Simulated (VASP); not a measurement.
# Ca (Pm-3m) in VASP: a series of runs

Ca is run at these levels: LDA; tasks: single point.

Program: VASP 6.6.1. These are calculated values, not measurements. Logs are shortened: lines on timing, memory, paths and dates and some standing lists are left out, and cuts for length are marked.

### 1 The cell of the first run

It takes space group Pm-3m (No. 221, cubic). The conventional cell has a = 3.327 Å, b = 3.327 Å, c = 3.327 Å, α = 90.00°, β = 90.00°, γ = 90.00°. Ca (site symmetry m-3m) has 6 Ca at 3.33 Å within 4.4 Å.

### 2 Single point, LDA

INCAR

```
PREC = Accurate
ENCUT = 520
EDIFF = 1E-6
ISMEAR = -1
SIGMA = 0.1
LREAL = F
LASPH = T
NELM = 100
ALGO = Normal
ISIF = 2
LWAVE = F
LCHARG = T
GGA = CA
LELF = T
LVHAR = T
NBANDS = 11
```

KPOINTS

```
regular mesh
0
Gamma
  5 5 5
```

POSCAR

```
Ca
1.0
    3.3265134849      0.0000000000      0.0000000000
    0.0000000000      3.3265134849      0.0000000000
    0.0000000000      0.0000000000      3.3265134849
Ca
1
Direct
    0.0000000000      0.0000000000      0.0000000000
```

Potentials or basis: VASP PAW LDA potentials, release 64 (Ca_sv).

The run is started by

```console
$ cat potpaw_LDA.64/Ca_sv/POTCAR > POTCAR
$ mpirun -np 1 vasp_std > vasp.out
```

OUTCAR:

```text
PREC = Accurate
   ENCUT = 520
   EDIFF = 1E-6
   ISMEAR = -1
   LREAL = F
   LASPH = T
   NELM = 100
   ISIF = 2
   GGA = CA

 ion  position               nearest neighbor table
   1  0.000  0.000  0.000-

  LATTYP: Found a simple cubic cell.
 ALAT       =     3.3265134849

  Lattice vectors:

 A1 = (   3.3265134849,   0.0000000000,   0.0000000000)
 A2 = (   0.0000000000,   3.3265134849,   0.0000000000)
 A3 = (   0.0000000000,   0.0000000000,   3.3265134849)

Analysis of symmetry for initial positions (statically):
=====================================================================
 Subroutine PRICEL returns:
 Original cell was already a primitive cell.

 Routine SETGRP: Setting up the symmetry group for a
 simple cubic supercell.

 Subroutine GETGRP returns: Found 48 space group operations
 (whereof 48 operations were pure point group operations)
 out of a pool of 48 trial point group operations.

The static configuration has the point symmetry O_h .

Analysis of symmetry for dynamics (positions and initial velocities):
=====================================================================
 Subroutine PRICEL returns:
 Original cell was already a primitive cell.

 Routine SETGRP: Setting up the symmetry group for a
 simple cubic supercell.

 Subroutine GETGRP returns: Found 48 space group operations
 (whereof 48 operations were pure point group operations)
 out of a pool of 48 trial point group operations.

The dynamic configuration has the point symmetry O_h .

 Subroutine INISYM returns: Found 48 space group operations
 (whereof 48 operations are pure point group operations),
 and found     1 'primitive' translations

----------------------------------------------------------------------------------------

                                     Primitive cell

  volume of cell :      36.8102

  direct lattice vectors                    reciprocal lattice vectors
     3.326513485  0.000000000  0.000000000     0.300615045  0.000000000  0.000000000
     0.000000000  3.326513485  0.000000000     0.000000000  0.300615045  0.000000000
     0.000000000  0.000000000  3.326513485     0.000000000  0.000000000  0.300615045

  length of vectors
     3.326513485  3.326513485  3.326513485     0.300615045  0.300615045  0.300615045

  position of ions in fractional coordinates (direct lattice)
     0.000000000  0.000000000  0.000000000

  ion indices of the primitive-cell ions
   primitive index   ion index
[... 64 lines left out ...]
   ISIF   =      2    stress and relaxation
   ISYM   =      2    0-nonsym 1-usesym 2-fastsym
   POTIM  = 0.5000    time-step for ionic-motion
   TEBEG  =    0.0;   TEEND  =   0.0 temperature during run
   PSTRESS=    0.0 pullay stress
   NELECT =      10.0000    total number of electrons
   NUPDOWN=      -1.0000    fix difference up-down
   EMIN   =  10.00;   EMAX   =-10.00  energy-range for DOS
   EFERMI =   0.00;   METHOD = LEGACY
   ISMEAR =    -1;   SIGMA  =   0.10  broadening in eV -4-tet -1-fermi 0-gaus
   EFERMI_NEDOS =   21; number of points for ismear=-14 and -15
   IALGO  =     38    algorithm
   IMIX   =      4    mixing-type and parameters
     AMIX     =   0.40;   BMIX     =  1.00
     AMIX_MAG =   1.60;   BMIX_MAG =  1.00
  volume/ion in A,a.u.               =      36.81       248.41
  Fermi-wavevector in a.u.,A,eV,Ry     =   1.060276  2.003631 15.295464  1.124185
  Thomas-Fermi vector in A             =   2.195651
   LORBIT       =      0    0 simple, 1 ext, 2 COOP (PROOUT), +10 PAW based schemes
   GGA     = CA    functional components
   LHFCALC =     F    Hartree Fock is set to
   AEXX    =    0.0000 exact exchange contribution
   IVDW    =     0    specifies the selected vdW correction
   LEPSILON=     F    determine dielectric tensor
   LRPA    =     F    only Hartree local field effects (RPA)
 non-spin polarized calculation
  energy-cutoff  :      520.00
  volume of cell :       36.81
 maximum number of plane-waves:      1021
 NGX is ok and might be reduce to    28
   NGX = 13   NGY = 13   NGZ = 13

 number of electron      10.0000000 magnetization

 number of electron       9.9999998 magnetization

 Free energy of the ion-electron system (eV)
  ---------------------------------------------------
  ext. energy  EPLUGINS =         0.00000000
  ---------------------------------------------------
  free energy    TOTEN  =        -1.84875114 eV

  energy without entropy =       -1.81699112  energy(sigma->0) =       -1.83287113

 E-fermi :   2.4122     XC(G=0):  -8.3929

 val. band max:        1.8697015538   @ k =   0.4000   0.4000   0.2000
 cond. band min:       2.4485031293   @ k =   0.4000   0.4000   0.4000
 fundamental gap:      0.5788015755
 Fermi energy:         2.4121668319

 k-point     1 :       0.0000    0.0000    0.0000
  band No.  band energies     occupation
      1     -39.1902      2.00000
      2     -20.3135      2.00000
      3     -20.3135      2.00000
      4     -20.3135      2.00000
      5      -1.8300      2.00000
      6       2.9170      0.01276
      7       2.9170      0.01276
      8       6.8110      0.00000
      9       6.8110      0.00000
     10       6.8110      0.00000
     11      11.9331      0.00000
[... 113 lines left out ...]
 k-point    10 :       0.4000    0.4000    0.4000
  band No.  band energies     occupation
      1     -39.0904      2.00000
      2     -20.5654      2.00000
      3     -20.5605      2.00000
      4     -20.5605      2.00000
      5       2.4485      0.82029
      6       3.0753      0.00263
      7       3.0753      0.00263
      8       6.5089      0.00000
      9       6.5089      0.00000
     10       7.1467      0.00000
     11       9.2379      0.00000

------------------------ aborting loop because EDIFF is reached ----------------------------------------

  FORCE on cell =-STRESS in cart. coord.  units (eV):
  Direction    XX          YY          ZZ          XY          YZ          ZX
  --------------------------------------------------------------------------------------
  -------------------------------------------------------------------------------------
  Total        0.0577838      0.0577838      0.0577838      0.0000000     -0.0000000      0.0000000
  in kB        2.5150616      2.5150616      2.5150616      0.0000000     -0.0000000      0.0000000
  external PRESSURE =       2.5150616 kB  Pullay stress =       0.0000000 kB

 VOLUME and BASIS-vectors are now :
 -----------------------------------------------------------------------------
  energy-cutoff  :      520.00
  volume of cell :       36.81
      direct lattice vectors                 reciprocal lattice vectors
     3.326513485  0.000000000  0.000000000     0.300615045  0.000000000  0.000000000
     0.000000000  3.326513485  0.000000000     0.000000000  0.300615045  0.000000000
     0.000000000  0.000000000  3.326513485     0.000000000  0.000000000  0.300615045

 POSITION                                       TOTAL-FORCE (eV/Angst)
 -----------------------------------------------------------------------------------
      0.00000      0.00000      0.00000         0.000000      0.000000      0.000000
 -----------------------------------------------------------------------------------
    total drift:                               -0.000000      0.000000     -0.000000

  FREE ENERGIE OF THE ION-ELECTRON SYSTEM (eV)
  ---------------------------------------------------
  free  energy   TOTEN  =        -1.8487511420 eV

  energy  without entropy=       -1.8169911224  energy(sigma->0) =       -1.83287113
```

OSZICAR:

```text
N       E                     dE             d eps       ncg     rms          rms(c)
DAV:   1     0.686824504899E+02    0.68682E+02   -0.52683E+03   220   0.862E+02
DAV:   2    -0.190114911923E+00   -0.68873E+02   -0.67943E+02   253   0.210E+02
DAV:   3    -0.185142835416E+01   -0.16613E+01   -0.16467E+01   333   0.308E+01
DAV:   4    -0.187627909112E+01   -0.24851E-01   -0.24820E-01   260   0.355E+00
DAV:   5    -0.187670101654E+01   -0.42193E-03   -0.42191E-03   300   0.343E-01    0.240E+00
DAV:   6    -0.185656339150E+01    0.20138E-01   -0.15997E-02   270   0.135E+00    0.146E+00
DAV:   7    -0.184923933953E+01    0.73241E-02   -0.20363E-02   270   0.164E+00    0.118E-01
DAV:   8    -0.184874427471E+01    0.49506E-03   -0.23333E-03   260   0.422E-01    0.318E-02
DAV:   9    -0.184875085092E+01   -0.65762E-05   -0.10265E-04   298   0.792E-02    0.429E-03
DAV:  10    -0.184875114198E+01   -0.29106E-06   -0.45263E-06   265   0.177E-02
   1 F= -.18487511E+01 E0= -.18328711E+01  d E =-.317600E-01
```

Run time: 6.4 s. Hardware: 1 thread of Intel Xeon 8259CL, shared host; peak memory 0.14 GiB.

What came out:

- Free energy: -1.8488 eV
- Pressure: 0.3 GPa

Levels at points of the mesh, in eV from the Fermi level:
| k point | band 1 | band 2 | band 3 | band 4 | band 5 | band 6 | band 7 | band 8 | band 9 | band 10 |
| --- | --- | --- | --- | --- | --- | --- | --- | --- | --- | --- |
| (0.00, 0.00, 0.00) | -41.60 | -22.73 | -22.73 | -22.73 | -4.24 | 0.50 | 0.50 | 4.40 | 4.40 | 4.40 |

Caveat: the k points lie up to 0.38 Å⁻¹ apart.

### 3 Single point, LDA

This run uses another cell than the first one, of 37.56 Å³/atom, 1.020 times its volume.

INCAR

```
SYSTEM = Ca
PREC     = Accurate       ! precision mode
ENCUT    = 520            ! plane-wave cutoff, eV
EDIFF    = 1E-7           ! SCF threshold, eV
ISMEAR   = -1             ! smearing method
SIGMA    = 0.1            ! smearing width, eV
LREAL    = .FALSE.        ! projectors in reciprocal space
LASPH    = .TRUE.         ! aspherical terms in the spheres
NELM     = 60             ! most SCF steps
ALGO     = Normal         ! electronic algorithm
ISIF     = 2              ! what is computed and relaxed
LWAVE    = .FALSE.        ! write WAVECAR
LCHARG   = .FALSE.        ! write CHGCAR
GGA      = CA             ! functional
NBANDS   = 11             ! bands
```

KPOINTS

```
Automatic mesh
0
G
  5 5 5
  0 0 0
```

POSCAR

```
Ca
1.0
    3.3489906092      0.0000000000      0.0000000000
    0.0000000000      3.3489906092      0.0000000000
    0.0000000000      0.0000000000      3.3489906092
Ca
1
Direct
    0.0000000000      0.0000000000      0.0000000000
```

Potentials or basis: VASP PAW LDA potentials, release 64 (Ca_sv).

The run is started by

```console
$ cat potpaw_LDA.64/Ca_sv/POTCAR > POTCAR
$ mpirun -np 1 vasp_std > vasp.out
```

OUTCAR:

```text
SYSTEM = Ca
   PREC = Accurate
   ENCUT = 520
   EDIFF = 1E-7
   ISMEAR = -1
   LREAL = .FALSE.
   LASPH = .TRUE.
   NELM = 60
   ISIF = 2
   GGA = CA

 ion  position               nearest neighbor table
   1  0.000  0.000  0.000-

  LATTYP: Found a simple cubic cell.
 ALAT       =     3.3489906092

  Lattice vectors:

 A1 = (   3.3489906092,   0.0000000000,   0.0000000000)
 A2 = (   0.0000000000,   3.3489906092,   0.0000000000)
 A3 = (   0.0000000000,   0.0000000000,   3.3489906092)

Analysis of symmetry for initial positions (statically):
=====================================================================
 Subroutine PRICEL returns:
 Original cell was already a primitive cell.

 Routine SETGRP: Setting up the symmetry group for a
 simple cubic supercell.

 Subroutine GETGRP returns: Found 48 space group operations
 (whereof 48 operations were pure point group operations)
 out of a pool of 48 trial point group operations.

The static configuration has the point symmetry O_h .

Analysis of symmetry for dynamics (positions and initial velocities):
[... 151 lines left out ...]
 k-point     1 :       0.0000    0.0000    0.0000
  band No.  band energies     occupation
      1     -39.3086      2.00000
      2     -20.4411      2.00000
      3     -20.4411      2.00000
      4     -20.4411      2.00000
      5      -1.8884      2.00000
      6       2.8395      0.01125
      7       2.8395      0.01125
      8       6.6513      0.00000
      9       6.6513      0.00000
     10       6.6513      0.00000
     11      11.6972      0.00000
[... 113 lines left out ...]
 k-point    10 :       0.4000    0.4000    0.4000
  band No.  band energies     occupation
      1     -39.2164      2.00000
      2     -20.6784      2.00000
      3     -20.6739      2.00000
      4     -20.6739      2.00000
      5       2.3776      0.72870
      6       2.9979      0.00232
      7       2.9979      0.00232
      8       6.3421      0.00000
      9       6.3421      0.00000
     10       6.9362      0.00000
     11       9.0890      0.00000

------------------------ aborting loop because EDIFF is reached ----------------------------------------

  FORCE on cell =-STRESS in cart. coord.  units (eV):
  Direction    XX          YY          ZZ          XY          YZ          ZX
  --------------------------------------------------------------------------------------
  -------------------------------------------------------------------------------------
  Total        0.0001253      0.0001253      0.0001253      0.0000000      0.0000000     -0.0000000
  in kB        0.0053442      0.0053442      0.0053442      0.0000000      0.0000000     -0.0000000
  external PRESSURE =       0.0053442 kB  Pullay stress =       0.0000000 kB

 VOLUME and BASIS-vectors are now :
 -----------------------------------------------------------------------------
  energy-cutoff  :      520.00
  volume of cell :       37.56
      direct lattice vectors                 reciprocal lattice vectors
     3.348990609  0.000000000  0.000000000     0.298597433  0.000000000  0.000000000
     0.000000000  3.348990609  0.000000000     0.000000000  0.298597433  0.000000000
     0.000000000  0.000000000  3.348990609     0.000000000  0.000000000  0.298597433

 POSITION                                       TOTAL-FORCE (eV/Angst)
 -----------------------------------------------------------------------------------
      0.00000      0.00000      0.00000         0.000000      0.000000      0.000000
 -----------------------------------------------------------------------------------
    total drift:                               -0.000000     -0.000000     -0.000000

  FREE ENERGIE OF THE ION-ELECTRON SYSTEM (eV)
  ---------------------------------------------------
  free  energy   TOTEN  =        -1.8495326661 eV

  energy  without entropy=       -1.8167911570  energy(sigma->0) =       -1.83316191
```

stdout:

```text
POSCAR found type information on POSCAR Ca
 POSCAR found :  1 types and       1 ions
 scaLAPACK will be used
 LDA part: xc-table for (Slater(with rela. corr.)+CA(PZ))
 , standard interpolation
 POSCAR, INCAR and KPOINTS ok, starting setup
 FFT: planning ... GRIDC
 FFT: planning ... GRID_SOFT
 FFT: planning ... GRID
 WAVECAR not read
 entering main loop
```

Wall time 6.6 s (1 thread of Intel Xeon 8259CL, shared host); peak memory 0.14 GiB.

What came out:

| Item | Value |
| --- | --- |
| Free energy | -1.8495 eV |
| Pressure | 0.0 GPa |

Levels at points of the mesh, in eV from the Fermi level:
```
           k point  band 2  band 3  band 4  band 5  band 6  band 7  band 8  band 9
(0.00, 0.00, 0.00)  -22.76  -22.76  -22.76   -4.21    0.52    0.52    4.33    4.33
```

Caveat: the k points lie up to 0.38 Å⁻¹ apart.

### 4 Single point, LDA

This run uses another cell than the first one, of 38.31 Å³/atom, 1.041 times its volume.

INCAR

```
ALGO = Normal ; EDIFF = 1E-7
ENCUT = 520 ; ISIF = 2
ISMEAR = -1 ; LASPH = T
LCHARG = F ; LREAL = F
LWAVE = F ; NBANDS = 11
NELM = 80 ; PREC = Accurate
SIGMA = 0.1
```

KPOINTS

```
k-points
0
Gamma
  5 5 5
```

POSCAR

```
Ca
1.0
    3.3711700013      0.0000000000      0.0000000000
    0.0000000000      3.3711700013      0.0000000000
    0.0000000000      0.0000000000      3.3711700013
Ca
1
Direct
    0.0000000000      0.0000000000      0.0000000000
```

The run is started by

```console
$ cat potpaw_LDA.64/Ca_sv/POTCAR > POTCAR
$ mpirun -np 1 vasp_std > vasp.out
```

Run time: 6.4 s. Hardware: 1 thread of Intel Xeon 8259CL, shared host; peak memory 0.13 GiB.

Results (log left out):

```
Free energy            : -1.8491 eV
Pressure               : -0.2 GPa
Band gap on the k mesh : zero (band 5 reaches 2.31 eV, above the bottom of band 6 at 2.29 eV)
```

Levels at points of the mesh, in eV from the Fermi level:
```
           k point  band 2  band 3  band 4  band 5  band 6  band 7  band 8  band 9
(0.00, 0.00, 0.00)  -22.80  -22.80  -22.80   -4.18    0.53    0.53    4.26    4.26
```

Caveat: the k points lie up to 0.37 Å⁻¹ apart.

### 5 Overview

```tsv
cell	pressure (GPa)
a = 3.327 Å, 1 atom	0.3
a = 3.349 Å, 1 atom	0.0
a = 3.371 Å, 1 atom	-0.2
```

Alike in all rows: task single point; level LDA; potentials or basis VASP PAW LDA potentials, release 64 (Ca_sv); no spin polarisation; k mesh 5 × 5 × 5; cutoff (eV) 520; smearing fermi-dirac 0.1 eV.

Caveats: all runs use coarse meshes.

Total energies depend on the potentials used, so only differences within one code and one set of settings carry meaning.
